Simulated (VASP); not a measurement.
Runs of VASP 6.6.1 on BAs. The structure is that of space group F-43m (No. 216), or close to it. The cells are those of the table. 

```tsv
task	level	cell	cutoff (eV)	smearing	share of exact exchange	screening parameter	gap on the mesh (eV)	pressure (GPa)
relaxation of cell and atoms	HSE06	relaxed from a = 3.383 Å, angles 60.0°, 2 atoms	600	fermi-dirac 0.02 eV	0.25	0.2079 1/Å	1.94	0.0
single point	HSE06	a = 3.374 Å, angles 60.0°, 2 atoms	520	fermi-dirac 0.02 eV	0.25	0.2079 1/Å	1.94	(b)
single point	HSE06	a = 3.383 Å, angles 60.0°, 2 atoms	520	gaussian 0.01 eV	0.25	0.2079 1/Å	(a)	-1.2
single point	HF	a = 3.383 Å, angles 60.0°, 2 atoms	520	gaussian 0.01 eV	1	-	7.60	1.5
single point	r2SCANh	a = 3.383 Å, angles 60.0°, 2 atoms	520	gaussian 0.01 eV	0.1	-	1.97	-0.9
```

Alike in all rows: potentials or basis VASP PAW PBE potentials, release 64 (B, As); no spin polarisation; k mesh 6 × 6 × 6.

Q: Estimate the missing entries.

A: (a) 1.95; (b) -0.1.

Caveats: the PAW data sets were made with another functional, which shifts forces and pressure a little.

A k mesh can miss the band edges, and the runs leave out spin-orbit coupling on As.
